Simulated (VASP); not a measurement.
A run of VASP 6.6.1:

Contents of POSCAR:

```
Cu
1.0
    2.5340966698      0.0000000000      0.0000000000
   -1.2670483349      2.1945920917      0.0000000000
    0.0000000000      0.0000000000      4.1125710000
Cu
2
Direct
    0.6666666667      0.3333333333      0.7500000000
    0.3333333333      0.6666666667      0.2500000000
```

INCAR.step1

```
SYSTEM = Cu
PREC = Accurate ; ENCUT = 520
EDIFF = 1E-5 ; ISMEAR = -1
SIGMA = 0.05 ; LREAL = .False.
LASPH = .True. ; NELM = 80
ALGO = Normal ; ISIF = 2
LWAVE = .True. ; LCHARG = .False.
GGA = PE ; NBANDS = 18
```

Contents of INCAR.step2:

```
SYSTEM = Cu
PREC = Accurate ; ENCUT = 520
EDIFF = 1E-7 ; ISMEAR = -1
SIGMA = 0.05 ; LREAL = .False.
LASPH = .True. ; NELM = 80
ALGO = Normal ; ISIF = 2
LWAVE = .False. ; LCHARG = .False.
METAGGA = R2SCAN ; LHFCALC = .True.
AEXX = 0.5 ; LMIXTAU = .True.
PRECFOCK = Normal ; ISTART = 1
NBANDS = 18
```

The input KPOINTS:

```
regular mesh
0
Gamma
  6 6 4
  0 0 0
```

Potentials or basis: VASP PAW PBE potentials, release 64 (Cu).

The run is started by

```bash
$ cat potpaw_PBE.64/Cu/POTCAR > POTCAR
$ cp INCAR.step1 INCAR
$ mpirun -np 1 vasp_std > vasp.out
$ cp INCAR.step2 INCAR
$ mpirun -np 1 vasp_std > vasp.out
```

Hardware: 1 thread of Intel(R) Xeon(R) 6975P-C (Granite Rapids) (shared host).

Task: How long does it take, and how much memory?

Result: It took 22 min on 1 thread of Intel(R) Xeon(R) 6975P-C (Granite Rapids) (shared host), peak memory 0.15 GiB. Counts: k points 21.
